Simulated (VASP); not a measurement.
Write the native input for VASP 6.6.1 that does the following.

| Property | Result |
| --- | --- |
| Task | single point |
| Functional | PBE |
| Potentials or basis | VASP PAW PBE potentials, release 64 (Cd, Se) |
| Cutoff | 520 eV |
| k mesh | 12 × 12 × 12 |
| Occupations | gaussian, width 0.02 eV |
| Spin | no spin polarisation |
| Dipole correction | no |
| Further INCAR settings | ALGO = Normal; EDIFF = 1e-06; NBANDS = 16 |

The structure of CdSe lies in POSCAR:

```
CdSe
1.0
   -2.1909921526      2.1909921526      3.0951885681
    2.1909921526     -2.1909921526      3.0951885681
    2.1909921526      2.1909921526     -3.0951885681
Cd Se
1 1
Direct
    0.0000000000      0.0000000000      0.0000000000
    0.2500000000      0.7500000000      0.5000000000
```

The input as run:

INCAR

```
SYSTEM = CdSe
PREC = Accurate ; ENCUT = 520
EDIFF = 1E-6 ; ISMEAR = 0
SIGMA = 0.02 ; LREAL = .False.
LASPH = .True. ; NELM = 100
ALGO = Normal ; ISIF = 2
LWAVE = .False. ; LCHARG = .False.
GGA = PE ; NBANDS = 16
```

KPOINTS

```
Automatic mesh
0
Gamma
  12 12 12
  0 0 0
```

Potentials or basis: VASP PAW PBE potentials, release 64 (Cd, Se).

Command:

```console
$ cat potpaw_PBE.64/Cd/POTCAR potpaw_PBE.64/Se/POTCAR > POTCAR
$ mpirun -np 1 vasp_std > vasp.out
```

Results of the run:

The pressure is 0.3 GPa and the band gap on the k mesh is 0.49 eV, direct.

Run time: 87 s on 1 thread of Intel(R) Xeon(R) Platinum 8488C (Sapphire Rapids) (shared host), peak memory 0.31 GiB.
